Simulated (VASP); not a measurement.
# Si2W in VASP: further runs, part 2 of 2

VASP 6.6.1. The steps go on from the part before.

## (3) Single point, PBEsol (uniaxial strain along a: +4.5 %)

Contents of INCAR:

```
SYSTEM = Si2W
PREC = Accurate
ENCUT = 520
EDIFF = 1E-6
ISMEAR = 0
SIGMA = 0.1
LREAL = .FALSE.
LASPH = .TRUE.
NELM = 60
ALGO = Normal
ISIF = 2
LWAVE = .FALSE.
LCHARG = .FALSE.
GGA = PS
NBANDS = 31
```

Contents of KPOINTS:

```
regular mesh
0
G
  12 12 6
  0 0 0
```

Contents of POSCAR:

```
Si2W
1.0
    3.3466120424      0.0000000000      0.0000000000
    0.0000000000      3.1664714421      0.0000000000
    0.0000000000      0.0000000000      7.7278055376
Si W
4 2
Direct
    0.0000000000      0.0000000000      0.3348015458
    0.5000000000      0.5000000000      0.1651984542
    0.5000000000      0.5000000000      0.8348015458
    0.0000000000      0.0000000000      0.6651984542
    0.0000000000      0.0000000000      0.0000000000
    0.5000000000      0.5000000000      0.5000000000
```

Potentials or basis: VASP PAW PBE potentials, release 64 (Si, W_sv).

On the command line:

```console
cat potpaw_PBE.64/Si/POTCAR potpaw_PBE.64/W_sv/POTCAR > POTCAR
mpirun -np 1 vasp_std > vasp.out
```

OUTCAR:

```text
SYSTEM = Si2W
   PREC = Accurate
   ENCUT = 520
   EDIFF = 1E-6
   ISMEAR = 0
   LREAL = .FALSE.
   LASPH = .TRUE.
   NELM = 60
   ISIF = 2
   GGA = PS

 ion  position               nearest neighbor table
   1  0.000  0.000  0.335-   4 2.55   5 2.59   6 2.63   6 2.63   6 2.63   6 2.63   2 2.65   2 2.65
                             2 2.65   2 2.65
   2  0.500  0.500  0.165-   3 2.55   6 2.59   5 2.63   5 2.63   5 2.63   5 2.63   1 2.65   1 2.65
                             1 2.65   1 2.65
   3  0.500  0.500  0.835-   2 2.55   6 2.59   5 2.63   5 2.63   5 2.63   5 2.63   4 2.65   4 2.65
                             4 2.65   4 2.65
   4  0.000  0.000  0.665-   1 2.55   5 2.59   6 2.63   6 2.63   6 2.63   6 2.63   3 2.65   3 2.65
                             3 2.65   3 2.65
   5  0.000  0.000  0.000-   1 2.59   4 2.59   3 2.63   2 2.63   2 2.63   3 2.63   2 2.63   3 2.63
                             2 2.63   3 2.63
   6  0.500  0.500  0.500-   2 2.59   3 2.59   1 2.63   4 2.63   1 2.63   4 2.63   1 2.63   4 2.63
                             1 2.63   4 2.63

  LATTYP: Found a simple orthorhombic cell.
 ALAT       =     3.1664714421
 B/A-ratio  =     1.0568900126
 C/A-ratio  =     2.4405101006

  Lattice vectors:

 A1 = (   0.0000000000,  -3.1664714421,   0.0000000000)
 A2 = (   3.3466120424,   0.0000000000,   0.0000000000)
 A3 = (   0.0000000000,   0.0000000000,   7.7278055376)

Analysis of symmetry for initial positions (statically):
=====================================================================
 Subroutine PRICEL returns following result:

  LATTYP: Found a body centered orthorhombic cell.
 ALAT       =     3.1664714421
 B/A-ratio  =     1.0568900126
 C/A-ratio  =     2.4405101006

  Lattice vectors:

 A1 = (   1.6733060212,  -1.5832357211,  -3.8639027688)
 A2 = (  -1.6733060212,   1.5832357211,  -3.8639027688)
 A3 = (   1.6733060212,   1.5832357211,   3.8639027688)

   2 primitive cells build up your supercell.

 Routine SETGRP: Setting up the symmetry group for a
 simple orthorhombic supercell.

 Subroutine GETGRP returns: Found  8 space group operations
 (whereof  8 operations were pure point group operations)
 out of a pool of  8 trial point group operations.

The static configuration has the point symmetry D_2h.

Analysis of symmetry for dynamics (positions and initial velocities):
=====================================================================
 Subroutine PRICEL returns following result:

  LATTYP: Found a body centered orthorhombic cell.
 ALAT       =     3.1664714421
 B/A-ratio  =     1.0568900126
 C/A-ratio  =     2.4405101006

  Lattice vectors:

 A1 = (   1.6733060212,  -1.5832357211,  -3.8639027688)
 A2 = (  -1.6733060212,   1.5832357211,  -3.8639027688)
 A3 = (   1.6733060212,   1.5832357211,   3.8639027688)

   2 primitive cells build up your supercell.

 Routine SETGRP: Setting up the symmetry group for a
 simple orthorhombic supercell.

 Subroutine GETGRP returns: Found  8 space group operations
 (whereof  8 operations were pure point group operations)
 out of a pool of  8 trial point group operations.

The dynamic configuration has the point symmetry D_2h.

 Subroutine INISYM returns: Found  8 space group operations
 (whereof  8 operations are pure point group operations),
 and found     2 'primitive' translations

[... 48 lines left out ...]

 Found    196 irreducible k-points:

 Following reciprocal coordinates:
            Coordinates               Weight
  0.000000  0.000000  0.000000      1.000000
  0.083333  0.000000  0.000000      2.000000
  0.166667  0.000000  0.000000      2.000000
  0.250000  0.000000  0.000000      2.000000
  0.333333  0.000000  0.000000      2.000000
  0.416667  0.000000  0.000000      2.000000
[... 16 lines left out ...]
  0.083333  0.250000  0.000000      4.000000
  0.166667  0.250000  0.000000      4.000000
 [... further k-points ...]
   k-points           NKPTS =    196   k-points in BZ     NKDIM =    196   number of bands    NBANDS=     31
   number of dos      NEDOS =    301   number of ions     NIONS =      6
   total plane-waves  NPLWV =  40320
   dimension x,y,z NGX =    28 NGY =   24 NGZ =   60
   dimension x,y,z NGXF=    56 NGYF=   48 NGZF=  120
   ions per type =               4   2
   NGX,Y,Z   is equivalent  to a cutoff of  13.91, 12.60, 12.91 a.u.
   NGXF,Y,Z  is equivalent  to a cutoff of  27.82, 25.20, 25.82 a.u.
 SYSTEM =  Si2W
   PREC   = accura    normal or accurate (medium, high low for compatibility)
   ISTART =      0    job   : 0-new  1-cont  2-samecut
   ICHARG =      2    charge: 1-file 2-atom 10-const
   ISPIN  =      1    spin polarized calculation?
   LNONCOLLINEAR =      F non collinear calculations
   LSORBIT =      F    spin-orbit coupling
   LASPH  =      T    aspherical Exc in radial PAW
   ENCUT  =  520.0 eV  38.22 Ry    6.18 a.u.   6.22  5.89 14.37*2*pi/ulx,y,z
   NELM   =     60;   NELMIN=  2; NELMDL= -5     # of ELM steps
   EDIFF  = 0.1E-05   stopping-criterion for ELM
   LREAL  =      F    real-space projection
   EDIFFG = 0.1E-04   stopping-criterion for IOM
   NSW    =      0    number of steps for IOM
   IBRION =     -1    ionic relax: 0-MD 1-quasi-New 2-CG
   NFREE  =      0    steps in history (QN), initial steepest desc. (CG)
   ISIF   =      2    stress and relaxation
   ISYM   =      2    0-nonsym 1-usesym 2-fastsym
   POTIM  = 0.5000    time-step for ionic-motion
   TEBEG  =    0.0;   TEEND  =   0.0 temperature during run
   PSTRESS=    0.0 pullay stress
   NELECT =      44.0000    total number of electrons
   NUPDOWN=      -1.0000    fix difference up-down
   EMIN   =  10.00;   EMAX   =-10.00  energy-range for DOS
   EFERMI =   0.00;   METHOD = LEGACY
   ISMEAR =     0;   SIGMA  =   0.10  broadening in eV -4-tet -1-fermi 0-gaus
   EFERMI_NEDOS =   21; number of points for ismear=-14 and -15
   IALGO  =     38    algorithm
   IMIX   =      4    mixing-type and parameters
     AMIX     =   0.40;   BMIX     =  1.00
     AMIX_MAG =   1.60;   BMIX_MAG =  1.00
  volume/ion in A,a.u.               =      13.65        92.10
  Fermi-wavevector in a.u.,A,eV,Ry     =   1.330904  2.515044 24.100068  1.771305
  Thomas-Fermi vector in A             =   2.459955
   LORBIT       =      0    0 simple, 1 ext, 2 COOP (PROOUT), +10 PAW based schemes
   GGA     = PS    functional components
   LHFCALC =     F    Hartree Fock is set to
   AEXX    =    0.0000 exact exchange contribution
   IVDW    =     0    specifies the selected vdW correction
   LEPSILON=     F    determine dielectric tensor
   LRPA    =     F    only Hartree local field effects (RPA)
 non-spin polarized calculation
 Gauss-broadening in eV      SIGMA  =   0.10
  energy-cutoff  :      520.00
  volume of cell :       81.89
 maximum number of plane-waves:      2232
 NGX is ok and might be reduce to    28

 number of electron      43.9999997 magnetization

 Free energy of the ion-electron system (eV)
  ---------------------------------------------------
  ext. energy  EPLUGINS =         0.00000000
  ---------------------------------------------------
  free energy    TOTEN  =       -53.09666231 eV

  energy without entropy =      -53.09389163  energy(sigma->0) =      -53.09527697

 E-fermi :  11.6818     XC(G=0): -12.5436

 val. band max:       11.6588807950   @ k =   0.1667   0.0000   0.0000
 cond. band min:      11.6828001177   @ k =   0.1667   0.0833   0.1667
 fundamental gap:      0.0239193227
 Fermi energy:        11.6817910815

 k-point     1 :       0.0000    0.0000    0.0000
  band No.  band energies     occupation
      1     -62.1623      2.00000
      2     -62.1622      2.00000
      3     -26.4888      2.00000
      4     -26.4872      2.00000
      5     -26.4151      2.00000
      6     -26.3969      2.00000
[... 805 lines left out ...]
     30      16.2937      0.00000
     31      16.2941      0.00000

 [... further k-points ...]
[... 5 lines left out ...]
  --------------------------------------------------------------------------------------
  -------------------------------------------------------------------------------------
  Total       -7.7196494      0.4098819      1.7963713     -0.0000000      0.0000000      0.0000000
  in kB     -151.0327142      8.0192211     35.1454860     -0.0000000      0.0000000      0.0000000
  external PRESSURE =     -35.9560024 kB  Pullay stress =       0.0000000 kB

 VOLUME and BASIS-vectors are now :
 -----------------------------------------------------------------------------
  energy-cutoff  :      520.00
  volume of cell :       81.89
      direct lattice vectors                 reciprocal lattice vectors
     3.346612042  0.000000000  0.000000000     0.298809658  0.000000000  0.000000000
     0.000000000  3.166471442  0.000000000     0.000000000  0.315808943  0.000000000
     0.000000000  0.000000000  7.727805538     0.000000000  0.000000000  0.129402842

 POSITION                                       TOTAL-FORCE (eV/Angst)
 -----------------------------------------------------------------------------------
      0.00000      0.00000      2.58728        -0.000000     -0.000000     -0.000176
      1.67331      1.58324      1.27662         0.000000      0.000000      0.000176
      1.67331      1.58324      6.45118         0.000000     -0.000000     -0.000176
      0.00000      0.00000      5.14052         0.000000     -0.000000      0.000176
      0.00000      0.00000      0.00000        -0.000000     -0.000000     -0.000000
      1.67331      1.58324      3.86390        -0.000000      0.000000     -0.000000
 -----------------------------------------------------------------------------------
    total drift:                                0.000000      0.000000      0.000000

  FREE ENERGIE OF THE ION-ELECTRON SYSTEM (eV)
  ---------------------------------------------------
  free  energy   TOTEN  =       -53.0966623066 eV

  energy  without entropy=      -53.0938916331  energy(sigma->0) =      -53.09527697
```

Wall time 5 min (1 thread of Intel Xeon Platinum 8375C at 2.90GHz (Ice Lake), shared host); peak memory 0.48 GiB.

Results:

- Free energy: -53.0967 eV
- Pressure: -3.6 GPa
- Band gap on the k mesh: zero (bands 22 and 23 overlap by 0.83 eV)

Stress tensor (GPa, compression positive):
```
-15.10   0.00   0.00
  0.00   0.80   0.00
  0.00   0.00   3.51
```

Levels at points of the mesh, in eV from the Fermi level:
| k point | band 20 | band 21 | band 22 | band 23 | band 24 | band 25 |
| --- | --- | --- | --- | --- | --- | --- |
| (0.00, 0.00, 0.00) | -0.83 | -0.36 | -0.11 | 0.47 | 0.66 | 2.11 |
| (0.50, 0.00, 0.00) | -2.40 | -0.48 | -0.48 | 1.80 | 1.80 | 2.50 |
| (0.00, 0.50, 0.00) | -2.28 | -1.09 | -1.09 | 2.16 | 2.16 | 3.11 |
| (0.50, 0.50, 0.00) | -3.04 | -1.80 | -1.80 | 2.31 | 2.31 | 3.03 |
| (0.00, 0.00, 0.50) | -1.82 | 0.56 | 0.56 | 1.01 | 1.01 | 1.35 |
| (0.50, 0.00, 0.50) | -2.47 | -0.22 | -0.22 | 1.86 | 1.86 | 3.12 |
| (0.00, 0.50, 0.50) | -2.65 | -0.78 | -0.78 | 2.19 | 2.19 | 3.05 |
| (0.50, 0.50, 0.50) | -2.49 | -2.20 | -2.20 | 0.21 | 0.21 | 2.37 |

Caveat: the cell differs from its parent crystal (uniaxial strain along a: +4.5 %); the stress differs along the axes, from -15 to 4 GPa; the PAW data sets were made with another functional, which shifts forces and pressure a little; spin-orbit coupling is left out, which moves the levels of the heavy elements.

## (4) Single point, PBEsol

This run uses another cell than the first one: it holds 3 atoms, not 6.

Contents of INCAR:

```
SYSTEM = Si2W
  PREC = Accurate
  ENCUT = 520
  EDIFF = 1E-6
  ISMEAR = 0
  SIGMA = 0.1
  LREAL = .False.
  LASPH = .True.
  NELM = 60
  ALGO = Normal
  ISIF = 2
  LWAVE = .False.
  LCHARG = .False.
  GGA = PS
  NBANDS = 18
```

Contents of KPOINTS:

```
regular mesh
0
Gamma
  18 18 18
  0 0 0
```

Contents of POSCAR:

```
Si2W
1.0
   -1.5510131372      1.5510131372      3.8104899487
    1.5510131372     -1.5510131372      3.8104899487
    1.5510131372      1.5510131372     -3.8104899487
Si W
2 1
Direct
    0.3332042499      0.3332042499      0.0000000000
    0.6667957501      0.6667957501      0.0000000000
    0.0000000000      0.0000000000      0.0000000000
```

On the command line:

```console
cat potpaw_PBE.64/Si/POTCAR potpaw_PBE.64/W_sv/POTCAR > POTCAR
mpirun -np 1 vasp_std > vasp.out
```

It took 3.2 min on 1 thread of Intel Xeon 6975P-C (Granite Rapids), shared host; peak memory 0.44 GiB.

The run converged. Its results:

- Free energy: -26.3845 eV
- Pressure: 25.5 GPa
- Largest force: 0.004 eV/Å
- Band gap on the k mesh: zero (bands 11 and 12 overlap by 1.55 eV)

Forces on the atoms (eV/Å):
```
Si   0.000  0.000 -0.004
Si   0.000  0.000  0.004
W    0.000  0.000  0.000
```

Levels at points of the mesh, in eV from the Fermi level:
```
           k point  band 7  band 8  band 9  band 10  band 11  band 12  band 13  band 14  band 15  band 16
(0.00, 0.00, 0.00)   -3.85   -3.71   -3.12    -3.12     0.77     2.48     3.42     3.52     3.52     5.13
(0.50, 0.00, 0.00)   -6.20   -5.14   -3.18    -3.01    -0.56     2.97     3.19     4.14     5.15     5.37
(0.50, 0.50, 0.00)   -6.48   -5.48   -5.44    -3.73    -1.68     3.09     3.49     3.66     4.12     4.42
(0.50, 0.50, 0.50)   -4.45   -2.95   -0.80    -0.80    -0.58    -0.58     0.99     4.77     6.08     6.12
```

Caveat: the cell stands under pressure; the PAW data sets were made with another functional, which shifts forces and pressure a little; spin-orbit coupling is left out, which moves the levels of the heavy elements.

## (5) Summary

```csv
cell,k mesh,gap on the mesh (eV),pressure (GPa)
"a = 3.299, b = 3.178, c = 7.787 Å, 6 atoms, atomic positions A",12 × 12 × 6,none,-3.3
"a = 3.347, b = 3.166, c = 7.728 Å, 6 atoms, atomic positions A",12 × 12 × 6,none,-3.6
"a = 4.397 Å, angles 138.7, 138.7, 59.9°, 3 atoms, atomic positions B",18 × 18 × 18,none,25.5
```

Alike in all rows: task single point; level PBEsol; potentials or basis VASP PAW PBE potentials, release 64 (Si, W_sv); no spin polarisation; cutoff (eV) 520; smearing gaussian 0.1 eV.

Caveats: the PAW data sets were made with another functional, which shifts forces and pressure a little; spin-orbit coupling is left out, which moves the levels of the heavy elements; the stress differs along the axes, from -11 to 0 GPa (at least some runs); the stress differs along the axes, from -15 to 4 GPa (at least some runs); the cell stands under pressure (at least some runs).

Total energies depend on the potentials used, so only differences within one code and one set of settings carry meaning.

The gap in the log of VASP goes by the Fermi energy; the results here count the filled bands.